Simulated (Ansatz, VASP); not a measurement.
**One calculation of Ga4SbAs, two programs**

```xyz
6
Lattice="0.0000 4.8034 4.8034 4.8034 0.0000 4.8034 4.8034 4.8034 0.0000" Properties=species:S:1:pos:R:3 pbc="T T T"
Ga    5.7126    8.6978    5.7126
Ga    8.6978    8.6978    8.6978
Ga    8.6978    5.7126    5.7126
Ga    5.7126    5.7126    8.6978
Sb    7.2052    7.2052    7.2052
As    4.8034    4.8034    4.8034
```

Alike in both runs: functional PBE; k mesh 8 × 8 × 8; occupations gaussian, width 0.1 eV; no spin polarisation.

Ansatz relaxed the structure, and its values are those at the end. VASP's run is a single point on that final structure, the one shown.

|  | VASP | Ansatz |
| --- | --- | --- |
| version | VASP 6.6.1 | Ansatz 0.2.0 |
| potentials or method | VASP PAW PBE potentials, release 64 (Ga_d, Sb, As), cutoff 520 eV | scalar-relativistic, plane waves, PAW |
| valence electrons in the cell | 62 | 82 |

```csv
,VASP,Ansatz,Ansatz less VASP
gap on the k mesh at the Fermi level (eV),none,none,-
pressure (GPa),0.1,0.0,-0.06
```

A gap of «none» marks a metal or a gap that the smearing closes. VASP's potentials hold 62 valence electrons a cell and Ansatz's 82, so a difference there can come from the potentials and not from the codes.

Spin-orbit coupling is off throughout.
